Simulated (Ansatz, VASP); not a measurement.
# Nb in VASP and in Ansatz

```
Nb
1.0
    -1.41013    1.41013    1.41013
     1.41013   -1.41013    1.41013
     1.41013    1.41013   -1.41013
Nb
1
Direct
  0.00000 0.00000 0.00000
```

Change from the starting cell: volume scaled by 0.64, LAPW.

Alike in both runs: task single point; functional PBEsol; k mesh 18 × 18 × 18; occupations fermi-dirac, width 0.05 eV; no spin polarisation.

|  | VASP | Ansatz |
| --- | --- | --- |
| version | VASP 6.6.1 | Ansatz 0.2.0 |
| potentials or method | VASP PAW PBE potentials, release 64 (Nb_sv), cutoff 520 eV | all-electron LAPW, scalar-relativistic |

Ansatz gave:

| Quantity | Value |
| --- | --- |
| pressure (GPa) | 183.9 |

**Question.** What did VASP give for the same quantities?

**Answer.** Pressure (GPa): 184.5.

VASP's potentials were made for PBE, not for PBEsol. Both programs put the cell under a high pressure, so it lies far from rest at this level. Ansatz ran all-electron here, and VASP with PAW potentials.

Noted on VASP's run: the cell as given lies far from equilibrium.
